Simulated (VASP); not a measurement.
Write the native input for VASP 6.6.1 that does the following.

* Task: relaxation of cell and atoms
* Functional: PBE
* Potentials or basis: VASP PAW PBE potentials, release 64 (Na_pv, Tb_3, C), 4f in core
* Cutoff: 600 eV
* k mesh: 10 × 10 × 12
* Occupations: gaussian, width 0.1 eV
* Spin: no spin polarisation
* Dipole correction: no
* Further INCAR settings: ALGO = Normal; EDIFF = 1e-07; IBRION = 2; EDIFFG = -0.01; NSW = 100; ISIF = 3

The structure of NaTbC lies in POSCAR:

```
NaTbC
1.0
    4.9405030253      0.0000000000      0.0000000000
    0.0000000000      4.9405030253      0.0000000000
    0.0000000000      0.0000000000      4.2254851272
Na Tb C
1 1 1
Direct
    0.0000000000      0.0000000000      0.0000000000
    0.5000000000      0.5000000000      0.0000000000
    0.5000000000      0.5000000000      0.5000000000
```

The cell was generated, and may not be a known phase.

One way to write it, as run:

INCAR

```
SYSTEM = NaTbC
ALGO = Normal
EDIFF = 1E-7
EDIFFG = -0.01
ENCUT = 600
GGA = PE
GGA_COMPAT = .FALSE.
IBRION = 2
ISIF = 3
ISMEAR = 0
LASPH = .TRUE.
LCHARG = .FALSE.
LMAXMIX = 6
LREAL = .FALSE.
LWAVE = .FALSE.
NELM = 200
NELMIN = 4
NSW = 100
PREC = Accurate
SIGMA = 0.1
```

KPOINTS

```
k-points
0
G
  10 10 12
  0 0 0
```

Potentials or basis: VASP PAW PBE potentials, release 64 (Na_pv, Tb_3, C), 4f in core.

The run is started by

```console
$ cat potpaw_PBE.64/Na_pv/POTCAR potpaw_PBE.64/Tb_3/POTCAR potpaw_PBE.64/C/POTCAR > POTCAR
$ mpirun -np 1 vasp_std > vasp.out
```

It gave:

```json
{
  "Relaxed volume": "35.81 Å³/atom",
  "Relaxed cell": "a = 4.990 Å, b = 4.990 Å, c = 4.314 Å, α = 90.00°, β = 90.00°, γ = 90.00°",
  "Space group after relaxing (to 0.1 Å)": "P4/mmm (No. 123)",
  "Energy gained by relaxing": "8.6 meV/atom",
  "Ionic steps": "8",
  "Pressure after relaxing": "0.0 GPa",
  "Band gap on the k mesh": "zero (bands 10 and 11 overlap by 1.93 eV)"
}
```

Caveat: spin-orbit coupling is left out, which moves the levels of the heavy elements; the 4f electrons are frozen in the core, so they carry no moment and show no levels.

It took 8.6 min on 1 thread of Intel(R) Xeon(R) 6975P-C (Granite Rapids), on a shared host, peak memory 0.47 GiB.
